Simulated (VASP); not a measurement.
A run of VASP 6.6.1 is set up as follows.

INCAR

```
ALGO = Normal
EDIFF = 1E-6
ENCUT = 520
GGA = PE
ISIF = 2
ISMEAR = -1
ISPIN = 2
LASPH = T
LCHARG = F
LMAXMIX = 4
LORBIT = 11
LREAL = F
LWAVE = F
MAGMOM = 1 1 0 0.6 0
NBANDS = 40
NELM = 150
PREC = Accurate
SIGMA = 0.05
```

Contents of KPOINTS:

```
k-points
0
Gamma
  8 8 2
```

Contents of POSCAR:

```
NiMoIrPdW
1.0
    2.7621417251      0.0000000000      0.0000000000
   -1.3810708625      2.3920849028      0.0000000000
    0.0000000000      0.0000000000     11.3100845315
Ni Mo Pd Ir W
1 1 1 1 1
Direct
    0.0000000000      0.0000000000      0.7097341867
    0.6666666667      0.3333333333      0.2950634388
    0.6666666667      0.3333333333      0.8986506656
    0.0000000000      0.0000000000      0.1045812599
    0.6666666667      0.3333333333      0.5296504490
```

Potentials or basis: VASP PAW PBE potentials, release 64 (Ni, Mo_sv, Pd, Ir, W_sv).

Command:

```bash
$ cat potpaw_PBE.64/Ni/POTCAR potpaw_PBE.64/Mo_sv/POTCAR potpaw_PBE.64/Pd/POTCAR potpaw_PBE.64/Ir/POTCAR potpaw_PBE.64/W_sv/POTCAR > POTCAR
$ mpirun -np 1 vasp_std > vasp.out
```

(1) What does it give for the largest force?

(2) Predict the net moment.

(3) What does it give for the pressure?

Answers

(1) 0.031 eV/Å.

(2) 0.00 μB per cell.

(3) 0.3 GPa.
